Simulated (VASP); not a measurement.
# Al6N5 (a cell with a defect) in VASP: a series of runs, part 3 of 3

VASP 6.6.1.

### Step 4. Single point, PBEsol

Contents of INCAR:

```
ALGO = Normal ; EDIFF = 1E-6
ENCUT = 520 ; GGA = PS
ISIF = 2 ; ISMEAR = 0
LASPH = T ; LCHARG = F
LREAL = F ; LWAVE = F
NBANDS = 32 ; NELECT = 40.0
NELM = 80 ; PREC = Accurate
SIGMA = 0.05
```

Contents of KPOINTS:

```
k-points
0
Gamma
  6 6 6
```

Contents of POSCAR:

```
Al6N5
1.0
   -3.3014697842      0.0000000000      4.1398709024
    1.6507348921     -2.8591567030      4.1398709024
    1.6507348921      2.8591567030      4.1398709024
Al N
6 5
Direct
    0.2500000000      0.9166666667      0.5833333333
    0.5833333333      0.2500000000      0.9166666667
    0.9166666667      0.5833333333      0.2500000000
    0.7500000000      0.0833333333      0.4166666667
    0.0833333333      0.4166666667      0.7500000000
    0.4166666667      0.7500000000      0.0833333333
    0.4166666667      0.0833333333      0.7500000000
    0.7500000000      0.4166666667      0.0833333333
    0.7884371532      0.3018701006      0.5451536269
    0.2500000000      0.5833333333      0.9166666667
    0.5833333333      0.9166666667      0.2500000000
```

Potentials or basis: VASP PAW PBE potentials, release 64 (Al, N).

Run with:

```sh
$ cat potpaw_PBE.64/Al/POTCAR potpaw_PBE.64/N/POTCAR > POTCAR
$ mpirun -np 1 vasp_std > vasp.out
```

OUTCAR:

```text
EDIFF = 1E-6
   ENCUT = 520
   GGA = PS
   ISIF = 2
   ISMEAR = 0
   LASPH = T
   LREAL = F
   NELECT = 40.0
   NELM = 80
   PREC = Accurate

 ion  position               nearest neighbor table
   1  0.250  0.917  0.583-  11 1.91  10 1.91   7 2.07   9 2.47   4 2.81   4 2.81   5 2.81   6 2.81
                             5 2.81   6 2.81   2 3.30   3 3.30   2 3.30   3 3.30   2 3.30   3 3.30
   2  0.583  0.250  0.917-   9 1.77  10 1.91  11 1.91   8 2.07   7 2.07   6 2.81   6 2.81   4 2.81
                             5 2.81   5 2.81   4 2.81   3 3.30   1 3.30   1 3.30   3 3.30   1 3.30
   3  0.917  0.583  0.250-   9 1.77  10 1.91  11 1.91   8 2.07   5 2.81   5 2.81   4 2.81   6 2.81
                             6 2.81   4 2.81   2 3.30   1 3.30   1 3.30   1 3.30   2 3.30   2 3.30
   4  0.750  0.083  0.417-   9 1.68   7 1.91   8 1.91  11 2.07   1 2.81   1 2.81   3 2.81   2 2.81
                             3 2.81   2 2.81   5 3.30   6 3.30   6 3.30   5 3.30   6 3.30   5 3.30
   5  0.083  0.417  0.750-   8 1.91   7 1.91  10 2.07   3 2.81   3 2.81   1 2.81   2 2.81   2 2.81
                             1 2.81   6 3.30   4 3.30   4 3.30   6 3.30   6 3.30   4 3.30
   6  0.417  0.750  0.083-   8 1.91   7 1.91  10 2.07  11 2.07   2 2.81   2 2.81   3 2.81   1 2.81
                             3 2.81   1 2.81   5 3.30   4 3.30   4 3.30   4 3.30   5 3.30   5 3.30
   7  0.417  0.083  0.750-   4 1.91   6 1.91   5 1.91   2 2.07   1 2.07
   8  0.750  0.417  0.083-   5 1.91   6 1.91   4 1.91   3 2.07   2 2.07
   9  0.788  0.302  0.545-   4 1.68   3 1.77   2 1.77   1 2.47
  10  0.250  0.583  0.917-   2 1.91   3 1.91   1 1.91   5 2.07   6 2.07
  11  0.583  0.917  0.250-   1 1.91   2 1.91   3 1.91   4 2.07   6 2.07

  LATTYP: Found a trigonal (rhomboedric) cell.
 ALAT       =     5.2951141465
 COS(alpha) =     0.4168835952

  Lattice vectors:

 A1 = (  -3.3014697842,   0.0000000000,   4.1398709024)
 A2 = (   1.6507348921,  -2.8591567030,   4.1398709024)
 A3 = (   1.6507348921,   2.8591567030,   4.1398709024)

Analysis of symmetry for initial positions (statically):
=====================================================================
 Subroutine PRICEL returns:
 Original cell was already a primitive cell.

 Routine SETGRP: Setting up the symmetry group for a
 trigonal (rhombohedral) supercell.

[... 165 lines left out ...]
   LEPSILON=     F    determine dielectric tensor
   LRPA    =     F    only Hartree local field effects (RPA)
 non-spin polarized calculation
 Gauss-broadening in eV      SIGMA  =   0.05
  energy-cutoff  :      520.00
  volume of cell :      117.23
 maximum number of plane-waves:      3199
   NGX = 19   NGY = 19   NGZ = 19

 number of electron      39.9999999 magnetization

 Free energy of the ion-electron system (eV)
  ---------------------------------------------------
  ext. energy  EPLUGINS =         0.00000000
  ---------------------------------------------------
  free energy    TOTEN  =       -99.30701947 eV

  energy without entropy =      -99.29964101  energy(sigma->0) =      -99.30333024

 E-fermi :   6.6765     XC(G=0): -10.7706

 val. band max:        6.6760827475   @ k =   0.1667  -0.3333  -0.3333
 cond. band min:       6.6813924454   @ k =   0.1667   0.1667  -0.0000
 fundamental gap:      0.0053096979
 Fermi energy:         6.6765408787

 k-point     1 :       0.0000    0.0000    0.0000
  band No.  band energies     occupation
      1      -9.1218      2.00000
      2      -6.8923      2.00000
      3      -6.6010      2.00000
      4      -6.4980      2.00000
      5      -5.6454      2.00000
      6       0.6352      2.00000
[... 829 lines left out ...]
     31      16.0085      0.00000
     32      16.4108      0.00000

 [... further k-points ...]
[... 5 lines left out ...]
  --------------------------------------------------------------------------------------
  -------------------------------------------------------------------------------------
  Total      -30.0190194    -24.5484835    -23.5628509      4.1126312     -3.2923441      4.1702976
  in kB     -410.2548701   -335.4918018   -322.0216566     56.2052660    -44.9948139     56.9933638
  external PRESSURE =    -355.9227761 kB  Pullay stress =       0.0000000 kB

 VOLUME and BASIS-vectors are now :
 -----------------------------------------------------------------------------
  energy-cutoff  :      520.00
  volume of cell :      117.23
      direct lattice vectors                 reciprocal lattice vectors
    -3.301469784  0.000000000  4.139870902    -0.201930264  0.000000000  0.080517809
     1.650734892 -2.859156703  4.139870902     0.100965132 -0.174876739  0.080517809
     1.650734892  2.859156703  4.139870902     0.100965132  0.174876739  0.080517809

 POSITION                                       TOTAL-FORCE (eV/Angst)
 -----------------------------------------------------------------------------------
      1.65073     -0.95305      7.24477        -0.226118      0.049112      2.065889
      0.00000      1.90610      7.24477         1.818537      1.233444      0.422613
     -1.65073     -0.95305      7.24477        -0.003619     -2.140261     -1.836598
     -1.65073      0.95305      5.17484         0.427581     -0.121468     -5.323051
      1.65073      0.95305      5.17484         0.243886      1.477049      1.081545
     -0.00000     -1.90610      5.17484        -1.570818     -0.759734      0.074753
     -0.00000      1.90610      5.17484         1.668743      0.303870     -2.012652
     -1.65073     -0.95305      5.17484        -0.783640     -1.327855     -1.726679
     -1.20479      0.69559      6.77060        -3.093258      1.440597      7.264968
      1.65073      0.95305      7.24477         1.202229     -0.344038      0.149594
      0.00000     -1.90610      7.24477         0.316477      0.189284     -0.160382
 -----------------------------------------------------------------------------------
    total drift:                                0.000238      0.000226      0.000382

  FREE ENERGIE OF THE ION-ELECTRON SYSTEM (eV)
  ---------------------------------------------------
  free  energy   TOTEN  =       -99.3070194688 eV

  energy  without entropy=      -99.2996410069  energy(sigma->0) =      -99.30333024
```

It took 11 min on 1 thread of Intel Xeon 8259CL, shared host; peak memory 0.44 GiB.

What came out:

| Property | Result |
| --- | --- |
| Free energy | -99.3070 eV |
| Largest force | 8.026 eV/Å |

Forces on the atoms (eV/Å):
```
Al  -0.226  0.049  2.066
Al   1.819  1.233  0.423
Al  -0.004 -2.140 -1.837
Al   0.428 -0.121 -5.323
Al   0.244  1.477  1.082
Al  -1.571 -0.760  0.075
N    1.669  0.304 -2.013
N   -0.784 -1.328 -1.727
N   -3.093  1.441  7.265
N    1.202 -0.344  0.150
N    0.316  0.189 -0.160
```

Caveat: the cell carries a net charge on a neutralising background, which shifts energy and pressure; the cell differs from its parent crystal (atoms taken out, atom 9 moved 0.000 of the way to it and -0.700 Å across, host rigid); the cell is charged against a uniform background, so pressure and absolute levels hang on convention; the PAW data sets were made with another functional, which shifts forces and pressure a little.

### Step 5. Single point, PBEsol

Contents of INCAR:

```
PREC     = Accurate       # precision mode
ENCUT    = 520            # plane-wave cutoff, eV
EDIFF    = 1E-7           # SCF threshold, eV
ISMEAR   = 0              # smearing method
SIGMA    = 0.05           # smearing width, eV
LREAL    = False          # projectors in reciprocal space
LASPH    = True           # aspherical terms in the spheres
NELM     = 100            # most SCF steps
ALGO     = Normal         # electronic algorithm
ISIF     = 2              # what is computed and relaxed
LWAVE    = False          # write WAVECAR
LCHARG   = False          # write CHGCAR
GGA      = PS             # functional
NELECT   = 40.0         
NBANDS   = 32             # bands
```

Contents of KPOINTS:

```
regular mesh
0
Gamma
  6 6 6
```

POSCAR: that of step 4 with these lines changed.

```diff
@@ -16,3 +16,3 @@
     0.7500000000      0.4166666667      0.0833333333
-    0.7884371532      0.3018701006      0.5451536269
+    0.9054426216      0.2004675252      0.5529550734
     0.2500000000      0.5833333333      0.9166666667
```

Run with:

```sh
$ cat potpaw_PBE.64/Al/POTCAR potpaw_PBE.64/N/POTCAR > POTCAR
$ mpirun -np 1 vasp_std > vasp.out
```

Wall time 11 min (1 thread of Intel Xeon 8259CL, shared host); peak memory 0.44 GiB.

Results (log left out):

| Item | Value |
| --- | --- |
| Free energy | -101.6434 eV |
| Largest force | 6.229 eV/Å |

Forces in eV/Å, atoms in the order of the input:
```
Al  -0.453  0.315  2.819
Al  -0.540  0.008 -0.342
Al  -0.225  0.348 -3.211
Al   2.197 -1.172 -4.117
Al  -0.075  2.337  0.530
Al  -2.033 -1.152  0.025
N    1.109 -0.003 -0.625
N   -0.407 -1.078 -1.226
N    0.032 -0.259  6.223
N    0.491 -0.377 -0.017
N   -0.095  1.035 -0.061
```

Levels at points of the mesh, in eV from the Fermi level:
```csv
k point,band 16,band 17,band 18,band 19,band 20,band 21,band 22,band 23,band 24,band 25
"(0.00, 0.00, 0.00)",-1.99,-1.52,-0.67,-0.40,0.05,0.32,3.68,4.36,5.68,6.19
"(0.50, 0.00, 0.00)",-1.98,-1.46,-1.00,-0.51,-0.26,0.13,3.11,4.26,5.06,6.56
"(0.00, 0.50, 0.00)",-2.16,-1.30,-0.93,-0.57,-0.42,0.21,3.04,4.18,4.91,6.69
"(0.00, 0.00, 0.50)",-1.87,-1.24,-1.12,-0.52,-0.18,0.25,3.05,4.37,4.55,6.73
"(0.50, 0.50, 0.00)",-1.99,-1.67,-1.38,-0.55,-0.31,0.06,3.50,4.10,4.88,5.88
"(0.50, 0.00, 0.50)",-1.92,-1.66,-1.17,-0.62,-0.15,-0.02,3.74,3.92,4.73,5.82
"(0.00, 0.50, 0.50)",-2.03,-1.58,-1.30,-0.50,-0.21,0.17,3.39,4.09,4.49,5.59
"(0.50, 0.50, 0.50)",-1.80,-1.73,-1.65,-1.41,-1.14,1.04,3.37,3.69,4.13,7.03
```

Caveat: the cell carries a net charge on a neutralising background, which shifts energy and pressure; the cell differs from its parent crystal (atoms taken out, atom 9 moved 0.125 of the way to it and -0.175 Å across, host rigid); the cell is charged against a uniform background, so pressure and absolute levels hang on convention; the PAW data sets were made with another functional, which shifts forces and pressure a little.

### Step 6. Single point, PBEsol

Contents of INCAR:

```
PREC = Accurate ; ENCUT = 520
EDIFF = 1E-6 ; ISMEAR = 0
SIGMA = 0.05 ; LREAL = F
LASPH = T ; NELM = 100
ALGO = Normal ; ISIF = 2
LWAVE = F ; LCHARG = F
GGA = PS ; NBANDS = 32
NELECT = 40.0
```

Contents of KPOINTS:

```
Automatic mesh
0
Gamma
  6 6 6
```

POSCAR: that of step 5 with these lines changed.

```diff
@@ -16,3 +16,3 @@
     0.7500000000      0.4166666667      0.0833333333
-    0.9054426216      0.2004675252      0.5529550734
+    0.8413278649      0.2264025755      0.5338652202
     0.2500000000      0.5833333333      0.9166666667
```

Potentials or basis: VASP PAW PBE potentials, release 64 (Al, N).

Run with:

```sh
$ cat potpaw_PBE.64/Al/POTCAR potpaw_PBE.64/N/POTCAR > POTCAR
$ mpirun -np 1 vasp_std > vasp.out
```

It took 5.4 min on 1 thread of AMD EPYC 9R45 (Zen 5), shared host; peak memory 0.41 GiB.

It converged, with:

- Free energy: -98.2760 eV
- Largest force: 20.684 eV/Å

Forces in eV/Å, atoms in the order of the input:
```
Al    0.502  -0.319   2.020
Al    0.067   0.099  -0.216
Al    0.103  -0.176  -2.802
Al    0.387  -0.075 -17.281
Al    0.091   1.853   1.199
Al   -1.821  -0.919   0.081
N     1.893   0.311  -1.684
N    -0.777  -1.867  -1.811
N    -1.267   0.769  20.631
N     0.718  -0.437   0.052
N     0.106   0.761  -0.187
```

Levels at points of the mesh, in eV from the Fermi level:
```csv
k point,band 18,band 19,band 20,band 21,band 22,band 23
"(0.00, 0.00, 0.00)",-0.71,-0.42,0.14,0.29,3.39,4.33
"(0.50, 0.00, 0.00)",-1.05,-0.34,-0.28,0.12,3.05,3.88
"(0.00, 0.50, 0.00)",-0.91,-0.61,-0.46,0.18,2.85,4.22
"(0.00, 0.00, 0.50)",-1.17,-0.66,-0.11,0.56,2.92,3.90
"(0.50, 0.50, 0.00)",-1.21,-0.57,-0.48,0.18,3.42,4.20
"(0.50, 0.00, 0.50)",-0.94,-0.66,-0.15,0.20,3.67,3.80
"(0.00, 0.50, 0.50)",-1.25,-0.49,-0.32,-0.05,3.33,3.97
"(0.50, 0.50, 0.50)",-1.66,-1.38,-0.84,0.80,3.29,3.60
```

Caveat: the cell carries a net charge on a neutralising background, which shifts energy and pressure; the cell differs from its parent crystal (atoms taken out, atom 9 moved 0.125 of the way to it and -0.525 Å across, host rigid); the cell is charged against a uniform background, so pressure and absolute levels hang on convention; the PAW data sets were made with another functional, which shifts forces and pressure a little.
